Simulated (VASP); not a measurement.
# Cl (Cmce) in VASP: single point with LDA

Aim: the single point of Cl with LDA.

Program: VASP 6.6.1. These are calculated values, not measurements. Logs are shortened: lines on timing, memory, paths and dates and some standing lists are left out, and cuts for length are marked.

### Step 1. The cell of the first run

Symmetry: Cmce, No. 64, orthorhombic system. Conventional cell: a = 6.185 Å, b = 3.715 Å, c = 7.792 Å, α = 90.00°, β = 90.00°, γ = 90.00°. Cl (site symmetry m) has 1 Cl at 2.04 Å within 2.7 Å.

### Step 2. Single point, LDA

File INCAR:

```
SYSTEM = Cl
PREC = Accurate
ENCUT = 500
EDIFF = 1E-6
ISMEAR = -1
SIGMA = 0.02
LREAL = .False.
LASPH = .True.
NELM = 120
ALGO = Normal
ISIF = 2
LWAVE = .False.
LCHARG = .True.
GGA = CA
LELF = .True.
LVHAR = .True.
NBANDS = 22
GGA_COMPAT = .False.
```

File KPOINTS:

```
Automatic mesh
0
Gamma
  6 6 3
  0 0 0
```

File POSCAR:

```
Cl
1.0
    3.0925177058     -1.8575564609      0.0000000000
    3.0925177058      1.8575564609      0.0000000000
    0.0000000000      0.0000000000      7.7916947817
Cl
4
Direct
    0.8623430708      0.1376569292      0.1134727691
    0.6376569292      0.3623430708      0.6134727691
    0.1376569292      0.8623430708      0.8865272309
    0.3623430708      0.6376569292      0.3865272309
```

Potentials or basis: VASP PAW LDA potentials, release 64 (Cl).

Run with:

```
$ cat potpaw_LDA.64/Cl/POTCAR > POTCAR
$ mpirun -np 1 vasp_std > vasp.out
```

OUTCAR:

```text
SYSTEM = Cl
   PREC = Accurate
   ENCUT = 500
   EDIFF = 1E-6
   ISMEAR = -1
   LREAL = .False.
   LASPH = .True.
   NELM = 120
   ISIF = 2
   GGA = CA

 ion  position               nearest neighbor table
   1  0.862  0.138  0.113-   3 2.04
   2  0.638  0.362  0.613-   4 2.04
   3  0.138  0.862  0.887-   1 2.04
   4  0.362  0.638  0.387-   2 2.04

  LATTYP: Found a base centered orthorhombic cell.
 ALAT       =     3.7151129218
 B/A-ratio  =     1.6648310675
 C/A-ratio  =     2.0972968913

  Lattice vectors:

 A1 = (  -3.0925177058,  -1.8575564609,   0.0000000000)
 A2 = (   3.0925177058,  -1.8575564609,   0.0000000000)
 A3 = (   0.0000000000,   0.0000000000,   7.7916947817)

Analysis of symmetry for initial positions (statically):
=====================================================================
 Subroutine PRICEL returns:
 Original cell was already a primitive cell.

 Routine SETGRP: Setting up the symmetry group for a
 base centered orthorhombic supercell.

 Subroutine GETGRP returns: Found  8 space group operations
 (whereof  4 operations were pure point group operations)
 out of a pool of  8 trial point group operations.

The static configuration has the point symmetry C_2h.
 The point group associated with its full space group is D_2h.

Analysis of symmetry for dynamics (positions and initial velocities):
=====================================================================
 Subroutine PRICEL returns:
 Original cell was already a primitive cell.

 Routine SETGRP: Setting up the symmetry group for a
 base centered orthorhombic supercell.

 Subroutine GETGRP returns: Found  8 space group operations
 (whereof  4 operations were pure point group operations)
 out of a pool of  8 trial point group operations.

The dynamic configuration has the point symmetry C_2h.
 The point group associated with its full space group is D_2h.

 Subroutine INISYM returns: Found  8 space group operations
 (whereof  4 operations are pure point group operations),
 and found     1 'primitive' translations

----------------------------------------------------------------------------------------

                                     Primitive cell

  volume of cell :      89.5192

  direct lattice vectors                    reciprocal lattice vectors
     3.092517706 -1.857556461  0.000000000     0.161680562 -0.269170822  0.000000000
     3.092517706  1.857556461  0.000000000     0.161680562  0.269170822  0.000000000
     0.000000000  0.000000000  7.791694782     0.000000000  0.000000000  0.128341783

  length of vectors
     3.607517397  3.607517397  7.791694782     0.313996076  0.313996076  0.128341783

  position of ions in fractional coordinates (direct lattice)
     0.862343071  0.137656929  0.113472769
     0.637656929  0.362343071  0.613472769
     0.137656929  0.862343071  0.886527231
     0.362343071  0.637656929  0.386527231

  ion indices of the primitive-cell ions
   primitive index   ion index
                 1           1
                 2           2
                 3           3
                 4           4

----------------------------------------------------------------------------------------

 KPOINTS: Automatic mesh

Automatic generation of k-mesh.
 Grid dimensions read from file:
 generate k-points for:    6    6    3

 Generating k-lattice:

  Cartesian coordinates                     Fractional coordinates (reciprocal lattice)
     0.026946760 -0.044861804  0.000000000     0.166666667 -0.000000000  0.000000000
     0.026946760  0.044861804  0.000000000    -0.000000000  0.166666667  0.000000000
     0.000000000  0.000000000  0.042780594     0.000000000  0.000000000  0.333333333

  Length of vectors
     0.052332679  0.052332679  0.042780594

  Shift w.r.t. Gamma in fractional coordinates (k-lattice)
     0.000000000  0.000000000  0.000000000

 Subroutine IBZKPT returns following result:
 ===========================================

 Found     26 irreducible k-points:

 Following reciprocal coordinates:
            Coordinates               Weight
  0.000000  0.000000  0.000000      1.000000
  0.166667  0.000000  0.000000      4.000000
  0.333333 -0.000000  0.000000      4.000000
  0.500000  0.000000  0.000000      2.000000
  0.166667  0.166667  0.000000      2.000000
  0.333333  0.166667  0.000000      4.000000
[... 16 lines left out ...]
  0.333333  0.333333  0.333333      4.000000
  0.500000  0.333333  0.333333      8.000000
 [... further k-points ...]
   k-points           NKPTS =     26   k-points in BZ     NKDIM =     26   number of bands    NBANDS=     22
   number of dos      NEDOS =    301   number of ions     NIONS =      4
   total plane-waves  NPLWV =  47040
   dimension x,y,z NGX =    28 NGY =   28 NGZ =   60
   dimension x,y,z NGXF=    56 NGYF=   56 NGZF=  120
   ions per type =               4
   NGX,Y,Z   is equivalent  to a cutoff of  12.90, 12.90, 12.80 a.u.
   NGXF,Y,Z  is equivalent  to a cutoff of  25.81, 25.81, 25.60 a.u.
 SYSTEM =  Cl
   PREC   = accura    normal or accurate (medium, high low for compatibility)
   ISTART =      0    job   : 0-new  1-cont  2-samecut
   ICHARG =      2    charge: 1-file 2-atom 10-const
   ISPIN  =      1    spin polarized calculation?
   LNONCOLLINEAR =      F non collinear calculations
   LSORBIT =      F    spin-orbit coupling
   LASPH  =      T    aspherical Exc in radial PAW
   ENCUT  =  500.0 eV  36.75 Ry    6.06 a.u.   6.58  6.58 14.21*2*pi/ulx,y,z
   NELM   =    120;   NELMIN=  2; NELMDL= -5     # of ELM steps
   EDIFF  = 0.1E-05   stopping-criterion for ELM
   LREAL  =      F    real-space projection
   EDIFFG = 0.1E-04   stopping-criterion for IOM
   NSW    =      0    number of steps for IOM
   IBRION =     -1    ionic relax: 0-MD 1-quasi-New 2-CG
   NFREE  =      0    steps in history (QN), initial steepest desc. (CG)
   ISIF   =      2    stress and relaxation
   ISYM   =      2    0-nonsym 1-usesym 2-fastsym
   POTIM  = 0.5000    time-step for ionic-motion
   TEBEG  =    0.0;   TEEND  =   0.0 temperature during run
   PSTRESS=    0.0 pullay stress
   NELECT =      28.0000    total number of electrons
   NUPDOWN=      -1.0000    fix difference up-down
   EMIN   =  10.00;   EMAX   =-10.00  energy-range for DOS
   EFERMI =   0.00;   METHOD = LEGACY
   ISMEAR =    -1;   SIGMA  =   0.02  broadening in eV -4-tet -1-fermi 0-gaus
   EFERMI_NEDOS =   21; number of points for ismear=-14 and -15
   IALGO  =     38    algorithm
   IMIX   =      4    mixing-type and parameters
     AMIX     =   0.40;   BMIX     =  1.00
     AMIX_MAG =   1.60;   BMIX_MAG =  1.00
  volume/ion in A,a.u.               =      22.38       151.03
  Fermi-wavevector in a.u.,A,eV,Ry     =   1.111276  2.100008 16.802317  1.234935
  Thomas-Fermi vector in A             =   2.247838
   LORBIT       =      0    0 simple, 1 ext, 2 COOP (PROOUT), +10 PAW based schemes
   GGA     = CA    functional components
   LHFCALC =     F    Hartree Fock is set to
   AEXX    =    0.0000 exact exchange contribution
   IVDW    =     0    specifies the selected vdW correction
   LEPSILON=     F    determine dielectric tensor
   LRPA    =     F    only Hartree local field effects (RPA)
 non-spin polarized calculation
  energy-cutoff  :      500.00
  volume of cell :       89.52
 maximum number of plane-waves:      2309
 NGX is ok and might be reduce to    28
   NGX = 13   NGY = 13   NGZ = 29

 number of electron      27.9999998 magnetization

 Free energy of the ion-electron system (eV)
  ---------------------------------------------------
  ext. energy  EPLUGINS =         0.00000000
  ---------------------------------------------------
  free energy    TOTEN  =        -9.13224431 eV

  energy without entropy =       -9.13224431  energy(sigma->0) =       -9.13224431

 E-fermi :   2.0042     XC(G=0):  -9.5031

 val. band max:        1.6048158534   @ k =   0.0000   0.0000   0.0000
 cond. band min:       3.4981419263   @ k =   0.5000   0.5000   0.0000
 fundamental gap:      1.8933260728
 Fermi energy:         2.0042097736

 k-point     1 :       0.0000    0.0000    0.0000
  band No.  band energies     occupation
      1     -15.6317      2.00000
      2     -14.9603      2.00000
      3     -12.1591      2.00000
      4     -10.4223      2.00000
      5      -4.8076      2.00000
      6      -2.6375      2.00000
[... 14 lines left out ...]
     21      12.1186      0.00000
     22      12.5944      0.00000

 k-point     2 :       0.1667    0.0000    0.0000
  band No.  band energies     occupation
      1     -15.4985      2.00000
      2     -14.8993      2.00000
      3     -12.0360      2.00000
      4     -10.5456      2.00000
      5      -4.7912      2.00000
      6      -2.9354      2.00000
[... 14 lines left out ...]
     21      11.4615      0.00000
     22      12.1791      0.00000

 k-point     3 :       0.3333   -0.0000    0.0000
  band No.  band energies     occupation
      1     -15.1754      2.00000
      2     -14.8053      2.00000
      3     -11.7199      2.00000
      4     -10.8838      2.00000
      5      -4.7929      2.00000
      6      -3.8426      2.00000
[... 14 lines left out ...]
     21      11.8872      0.00000
     22      12.9238      0.00000

 k-point     4 :       0.5000    0.0000    0.0000
  band No.  band energies     occupation
      1     -14.8778      2.00000
      2     -14.8778      2.00000
      3     -11.3135      2.00000
      4     -11.3135      2.00000
      5      -4.5854      2.00000
      6      -4.5854      2.00000
[... 14 lines left out ...]
     21      13.1721      0.00000
     22      13.1721      0.00000

 k-point     5 :       0.1667    0.1667    0.0000
  band No.  band energies     occupation
      1     -15.5354      2.00000
      2     -14.8868      2.00000
      3     -12.0632      2.00000
      4     -10.4007      2.00000
      5      -4.7391      2.00000
      6      -2.6998      2.00000
[... 14 lines left out ...]
     21      11.8663      0.00000
     22      12.0134      0.00000

 k-point     6 :       0.3333    0.1667    0.0000
  band No.  band energies     occupation
      1     -15.3414      2.00000
      2     -14.7887      2.00000
      3     -11.8791      2.00000
      4     -10.5308      2.00000
      5      -4.6901      2.00000
      6      -3.0716      2.00000
[... 14 lines left out ...]
     21      11.5438      0.00000
     22      12.2726      0.00000

 k-point     7 :       0.5000    0.1667    0.0000
  band No.  band energies     occupation
      1     -15.0435      2.00000
      2     -14.7450      2.00000
      3     -11.5762      2.00000
      4     -10.9197      2.00000
      5      -4.6796      2.00000
      6      -4.0157      2.00000
[... 324 lines left out ...]
      6      -3.9497      2.00000
[... 14 lines left out ...]
     21      11.9289      0.00000
     22      12.4542      0.00000

 k-point    21 :      -0.3333    0.1667    0.3333
  band No.  band energies     occupation
      1     -14.8963      2.00000
      2     -14.8612      2.00000
      3     -11.3552      2.00000
      4     -11.2776      2.00000
      5      -4.3623      2.00000
      6      -4.1923      2.00000
[... 14 lines left out ...]
     21      12.3141      0.00000
     22      12.6289      0.00000

 k-point    22 :      -0.1667    0.1667    0.3333
  band No.  band energies     occupation
      1     -15.1518      2.00000
      2     -14.9521      2.00000
      3     -11.5555      2.00000
      4     -11.0973      2.00000
      5      -4.4963      2.00000
      6      -3.8505      2.00000
[... 14 lines left out ...]
     21      11.8448      0.00000
     22      12.1022      0.00000

 k-point    23 :       0.3333    0.3333    0.3333
  band No.  band energies     occupation
      1     -15.2100      2.00000
      2     -14.9184      2.00000
      3     -11.4828      2.00000
      4     -10.7453      2.00000
      5      -4.1733      2.00000
      6      -3.3452      2.00000
[... 14 lines left out ...]
     21      11.5997      0.00000
     22      12.1843      0.00000

 k-point    24 :       0.5000    0.3333    0.3333
  band No.  band energies     occupation
      1     -15.0698      2.00000
      2     -14.8237      2.00000
      3     -11.4089      2.00000
      4     -10.8178      2.00000
      5      -4.2353      2.00000
      6      -3.5718      2.00000
[... 14 lines left out ...]
     21      11.9456      0.00000
     22      12.6137      0.00000

 [... further k-points ...]
[... 5 lines left out ...]
  --------------------------------------------------------------------------------------
  -------------------------------------------------------------------------------------
  Total       -0.0657442     -0.1367279     -0.3424682      0.0000000      0.0000000      0.0000000
  in kB       -1.1766626     -2.4470986     -6.1293536      0.0000000      0.0000000      0.0000000
  external PRESSURE =      -3.2510383 kB  Pullay stress =       0.0000000 kB

 VOLUME and BASIS-vectors are now :
 -----------------------------------------------------------------------------
  energy-cutoff  :      500.00
  volume of cell :       89.52
      direct lattice vectors                 reciprocal lattice vectors
     3.092517706 -1.857556461  0.000000000     0.161680562 -0.269170822  0.000000000
     3.092517706  1.857556461  0.000000000     0.161680562  0.269170822  0.000000000
     0.000000000  0.000000000  7.791694782     0.000000000  0.000000000  0.128341783

 POSITION                                       TOTAL-FORCE (eV/Angst)
 -----------------------------------------------------------------------------------
      3.09252     -1.34615      0.88415         0.000000     -0.057519     -0.106936
      3.09252     -0.51141      4.77999         0.000000      0.057519     -0.106936
      3.09252      1.34615      6.90755         0.000000      0.057519      0.106936
      3.09252      0.51141      3.01170         0.000000     -0.057519      0.106936
 -----------------------------------------------------------------------------------
    total drift:                               -0.000000      0.000000     -0.000000

  FREE ENERGIE OF THE ION-ELECTRON SYSTEM (eV)
  ---------------------------------------------------
  free  energy   TOTEN  =        -9.1322443077 eV

  energy  without entropy=       -9.1322443077  energy(sigma->0) =       -9.13224431
```

Run time: 60 s. Hardware: 1 thread of Intel Xeon 8259CL, shared host; peak memory 0.17 GiB.

Results:

| Property | Result |
| --- | --- |
| Free energy | -9.1322 eV |
| Pressure | -0.3 GPa |
| Largest force | 0.121 eV/Å |
| Band gap on the k mesh | 1.89 eV, indirect (least direct gap 1.91 eV) |

Forces in eV/Å, atoms in the order of the input:
```
Cl   0.000 -0.058 -0.107
Cl   0.000  0.058 -0.107
Cl   0.000  0.058  0.107
Cl   0.000 -0.058  0.107
```

Levels at points of the mesh, in eV from the valence-band top:
```tsv
k point	band 11	band 12	band 13	band 14	band 15	band 16	band 17	band 18
(0.00, 0.00, 0.00)	-1.45	-0.73	-0.37	0.00	1.91	2.96	6.70	6.84
(0.50, 0.00, 0.00)	-1.59	-1.59	-0.68	-0.68	2.93	2.93	7.27	7.27
(0.50, 0.50, 0.00)	-2.42	-1.70	-0.83	-0.41	1.89	2.71	7.32	7.92
```
